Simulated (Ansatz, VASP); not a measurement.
**Two plane-wave programs on Mo**

File INCAR:

```
SYSTEM = Mo
PREC = Accurate ; ENCUT = 520
EDIFF = 1E-6 ; ISMEAR = 0
SIGMA = 0.15 ; LREAL = .False.
LASPH = .True. ; NELM = 80
ALGO = Normal ; ISIF = 2
LWAVE = .False. ; LCHARG = .True.
GGA = CA ; LELF = .True.
LVHAR = .True. ; NBANDS = 13
```

KPOINTS

```
Automatic mesh
0
Gamma
  18 18 18
  0 0 0
```

Contents of POSCAR:

```
Mo
1.0
    2.7765430532      0.0000000000      0.0000000000
   -1.3882715266      2.4045568187      0.0000000000
    0.0000000000      0.0000000000      2.4785252790
Mo
1
Direct
    0.0000000000      0.0000000000      0.5000000000
```

Input for Ansatz:

```yaml
crystal:
  lattice:
    - [2.7765430532, 0.0, 0.0]
    - [-1.3882715266, 2.4045568187, 0.0]
    - [0.0, 0.0, 2.478525279]
  atoms:
    - { symbol: Mo, position: [0.0, 0.0, 0.5] }
basis:
  ecutwfc: 420
kpoints:
  mp_grid: { grid: [18, 18, 18] }
hamiltonian:
  xc: lda
scf:
  occupations: { method: gaussian, width: 0.15 }
output:
  forces: true
  stress: true
  eigenvalues: true
```

Change from the starting cell: strain +0.015 along x and y, -0.030 along z, atoms carried along.

Alike in both runs: task single point; functional LDA; k mesh 18 × 18 × 18; occupations gaussian, width 0.15 eV; no spin polarisation.

|  | VASP | Ansatz |
| --- | --- | --- |
| version | VASP 6.6.1 | Ansatz 0.2.0 |
| potentials or method | VASP PAW LDA potentials, release 64 (Mo_sv), cutoff 520 eV | scalar-relativistic, plane waves, PAW |
| valence electrons in the cell | 14 | 14 |

Ansatz gave:

* gap on the k mesh at the Fermi level (eV): none
* pressure (GPa): -7.8
* traceless stress, the component that is largest in VASP (GPa): 2.90

Q: Which values does VASP return?

A: gap on the k mesh at the Fermi level (eV): none; pressure (GPa): -6.8; traceless stress, the component that is largest in VASP (GPa): 3.17.

LDA's correlation is that of Perdew and Zunger in VASP and of Perdew and Wang (1992) in Ansatz. A gap of «none» marks a metal or a gap that the smearing closes.
